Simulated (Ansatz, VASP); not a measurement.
**One calculation of C, two programs**

Contents of POSCAR:

```
C
1.0
    0.0000000000      1.7801241411      1.7801241411
    1.7801241411      0.0000000000      1.7801241411
    1.7801241411      1.7801241411      0.0000000000
C
2
Direct
    0.0000000000      0.0000000000      0.0000000000
    0.2500000000      0.2500000000      0.2500000000
```

File INCAR.step1:

```
SYSTEM = C
  PREC = Accurate
  ENCUT = 520
  ISMEAR = 0
  SIGMA = 0.01
  LREAL = .False.
  LASPH = .True.
  NELM = 80
  NBANDS = 11
  GGA = PE
  ALGO = Normal
  EDIFF = 1E-4
  LWAVE = .True.
  LCHARG = .False.
```

Contents of INCAR.step2:

```
SYSTEM = C
  PREC = Accurate
  ENCUT = 520
  EDIFF = 1E-6
  ISMEAR = 0
  SIGMA = 0.01
  LREAL = .False.
  LASPH = .True.
  NELM = 80
  ALGO = Normal
  ISIF = 2
  LWAVE = .False.
  LCHARG = .False.
  METAGGA = R2SCAN
  LMIXTAU = .True.
  NBANDS = 11
  ISTART = 1
```

KPOINTS

```
Automatic mesh
0
Gamma
  12 12 12
  0 0 0
```

Input for Ansatz:

```yaml
crystal:
  lattice:
    - [0.0, 1.7801241411, 1.7801241411]
    - [1.7801241411, 0.0, 1.7801241411]
    - [1.7801241411, 1.7801241411, 0.0]
  atoms:
    - { symbol: C, position: [0.0, 0.0, 0.0] }
    - { symbol: C, position: [0.25, 0.25, 0.25] }
kpoints:
  mp_grid: { grid: [12, 12, 12] }
  band_path:
    path:
      - [0.0, 0.0, 0.0]
      - [0.5, 0.0, 0.5]
      - [0.625, 0.25, 0.625]
      - [0.375, 0.375, 0.75]
      - [0.5, 0.5, 0.5]
      - [0.5, 0.25, 0.75]
      - [0.0, 0.363281, 0.363281]
    npoints: 1
hamiltonian:
  xc: r2scan
scf:
  occupations: { method: fixed }
  n_extra_bands: 4
output:
  forces: true
  stress: true
  eigenvalues: true
  write_density: true
  write_potential: true
  elf: true
  volumetric_format: npy
```

Alike in both runs: task single point; functional r2SCAN; k mesh 12 × 12 × 12; no spin polarisation.

|  | VASP | Ansatz |
| --- | --- | --- |
| version | VASP 6.6.1 | Ansatz 0.2.0 |
| potentials or method | VASP PAW PBE potentials, release 64 (C) | plane waves, PAW |
| plane-wave cutoff (eV) | 520 | 500 |
| occupations | gaussian, width 0.01 eV | fixed |
| valence electrons in the cell | 8 | 8 |

|  | VASP | Ansatz | Ansatz less VASP |
| --- | --- | --- | --- |
| gap on the k mesh at the Fermi level (eV) | 4.36 | 4.39 | +0.030 |
| pressure (GPa) | 1.1 | 0.0 | -1.12 |

VASP's potentials were made for PBE, not for r2SCAN.
